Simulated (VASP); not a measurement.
Here is a VASP 6.6.1 calculation.

INCAR

```
PREC = Accurate
ENCUT = 520
EDIFF = 1E-8
ISMEAR = -1
SIGMA = 0.03
LREAL = F
LASPH = T
NELM = 80
ALGO = Normal
ISIF = 2
LWAVE = F
LCHARG = F
GGA = PE
LEFG = T
NBANDS = 16
```

The input KPOINTS:

```
Automatic mesh
0
Gamma
  8 8 8
```

File POSCAR:

```
CdSe
1.0
    0.0000000000      3.0075950161      3.0075950161
    3.0075950161      0.0000000000      3.0075950161
    3.0075950161      3.0075950161      0.0000000000
Cd Se
1 1
Direct
    0.0000000000      0.0000000000      0.0000000000
    0.2500000000      0.2500000000      0.2500000000
```

Potentials or basis: VASP PAW PBE potentials, release 64 (Cd, Se).

Command:

```sh
$ cat potpaw_PBE.64/Cd/POTCAR potpaw_PBE.64/Se/POTCAR > POTCAR
$ mpirun -np 1 vasp_std > vasp.out
```

Question: What does it give for the pressure?

Answer: 5.3 GPa.

Question: Predict the band gap on the k mesh.

Answer: 0.68 eV, direct.

Caveat: without QUAD_EFG the Cq values of the log hold for a quadrupole moment of 1 mb, not for the nuclei.
